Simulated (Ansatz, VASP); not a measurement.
## AlNi3 in VASP and in Ansatz

```
CELL_PARAMETERS angstrom
0.34857 2.96806 2.96806
2.96806 0.34857 2.96806
2.96806 2.96806 0.34857
ATOMIC_POSITIONS crystal
Al 0.50000 0.50000 0.50000
Ni 0.25000 0.25000 0.25000
Ni 0.00000 0.00000 0.00000
Ni 0.75000 0.75000 0.75000
```

Alike in both runs: task single point; functional PBEsol; k mesh 14 × 14 × 14; occupations gaussian, width 0.15 eV; no spin polarisation.

```csv
,VASP,Ansatz
version,VASP 6.6.1,Ansatz 0.2.0
potentials or method,"VASP PAW PBE potentials, release 64 (Al, Ni), cutoff 520 eV","scalar-relativistic, plane waves, PAW"
valence electrons in the cell,33,57
```

Ansatz gave:

```
gap on the k mesh at the Fermi level (eV)                     : none
pressure (GPa)                                                : 9.8
traceless stress, the component that is largest in VASP (GPa) : -13.28
rms of the force components (eV/Å)                            : 0.052
```

Task: Estimate VASP's values.

Result: gap on the k mesh at the Fermi level (eV): none; pressure (GPa): 9.9; traceless stress, the component that is largest in VASP (GPa): -13.18; rms of the force components (eV/Å): 0.046.

VASP's potentials were made for PBE, not for PBEsol, and Ansatz warns of the same on its side. Atom by atom the forces differ by 0.006 eV/Å (rms over components). A gap of «none» marks a metal or a gap that the smearing closes. With one functional, cell and mesh, what is left measures potentials, basis and numerics. VASP's potentials hold 33 valence electrons a cell and Ansatz's 57, so a difference there can come from the potentials and not from the codes.
